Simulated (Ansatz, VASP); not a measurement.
Two plane-wave programs on Nb

```xyz
1
Lattice="-1.7072 1.7072 1.7072 1.7072 -1.7072 1.7072 1.7072 1.7072 -1.7072" Properties=species:S:1:pos:R:3 pbc="T T T"
Nb    0.0000    0.0000    0.0000
```

Alike in both runs: task single point; functional revPBE; dispersion D4; k mesh 12 × 12 × 12; occupations fermi-dirac, width 0.2 eV; no spin polarisation.

|  | VASP | Ansatz |
| --- | --- | --- |
| version | VASP 6.6.1 | Ansatz 0.2.0 |
| potentials or method | VASP PAW PBE potentials, release 64 (Nb_sv) | plane waves, norm-conserving potentials |
| plane-wave cutoff (eV) | 520 | 1116 |
| valence electrons in the cell | 13 | 13 |

|  | VASP | Ansatz | Ansatz less VASP |
| --- | --- | --- | --- |
| pressure (GPa) | -14.6 | -14.3 | +0.25 |

VASP's potentials were made for PBE, not for revPBE.
